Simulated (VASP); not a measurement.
Input of a VASP 6.6.1 run:

The input INCAR:

```
PREC     = Accurate       # precision mode
ENCUT    = 520            # plane-wave cutoff, eV
EDIFF    = 1E-6           # SCF threshold, eV
ISMEAR   = 0              # smearing method
SIGMA    = 0.2            # smearing width, eV
LREAL    = False          # projectors in reciprocal space
LASPH    = True           # aspherical terms in the spheres
NELM     = 80             # most SCF steps
ALGO     = Fast           # electronic algorithm
ISIF     = 2              # what is computed and relaxed
LWAVE    = False          # write WAVECAR
LCHARG   = False          # write CHGCAR
GGA      = PE             # functional
NBANDS   = 61             # bands
```

Contents of KPOINTS:

```
regular mesh
0
Gamma
  4 4 4
```

POSCAR

```
SiW7
1.0
   -3.1585540570      3.1585540570      3.1585540570
    3.1585540570     -3.1585540570      3.1585540570
    3.1585540570      3.1585540570     -3.1585540570
Si W
1 7
Direct
    0.0000000000      0.0000000000      0.0000000000
    0.0000000000      0.5000000000      0.5000000000
    0.5000000000      0.5000000000      0.5000000000
    0.0000000000      0.5000000000      0.0000000000
    0.5000000000      0.0000000000      0.0000000000
    0.5000000000      0.0000000000      0.5000000000
    0.5000000000      0.5000000000      0.0000000000
    0.0000000000      0.0000000000      0.5000000000
```

Potentials or basis: VASP PAW PBE potentials, release 64 (Si, W_sv).

Launch:

```console
$ cat potpaw_PBE.64/Si/POTCAR potpaw_PBE.64/W_sv/POTCAR > POTCAR
$ mpirun -np 1 vasp_std > vasp.out
```

(1) Predict the pressure.

(2) Predict the band gap on the k mesh.

Results:

(1) 0.5 GPa.

(2) zero (bands 51 and 52 overlap by 2.02 eV).

Caveat: spin-orbit coupling is left out, which moves the levels of the heavy elements.
